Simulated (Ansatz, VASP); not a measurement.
## Zn5O: VASP beside Ansatz

```
Zn O
1.0
     5.99418    0.00000    0.00000
     0.00000    5.99418    0.00000
     0.00000    0.00000    2.94487
Zn O
5 1
Direct
  0.28064 0.28064 0.50000
  0.71936 0.71936 0.50000
  0.28064 0.71936 0.50000
  0.71936 0.28064 0.50000
  0.00000 0.00000 0.50000
  0.50000 0.50000 0.00000
```

Alike in both runs: functional PBE; k mesh 4 × 4 × 4; occupations gaussian, width 0.1 eV; no spin polarisation.

Ansatz relaxed the structure, and its values are those at the end. VASP's run is a single point on that final structure, the one shown.

|  | VASP | Ansatz |
| --- | --- | --- |
| version | VASP 6.6.1 | Ansatz 0.2.0 |
| potentials or method | VASP PAW PBE potentials, release 64 (Zn, O), cutoff 520 eV | scalar-relativistic, plane waves, PAW |
| valence electrons in the cell | 66 | 66 |

```csv
,VASP,Ansatz,Ansatz less VASP
gap on the k mesh at the Fermi level (eV),none,none,-
pressure (GPa),0.2,0.0,-0.21
rms of the force components (eV/Å),0.002,0.006,+0.0038
```

A gap of «none» marks a metal or a gap that the smearing closes.

The k mesh is coarse, so the values compare programs but aren't converged.
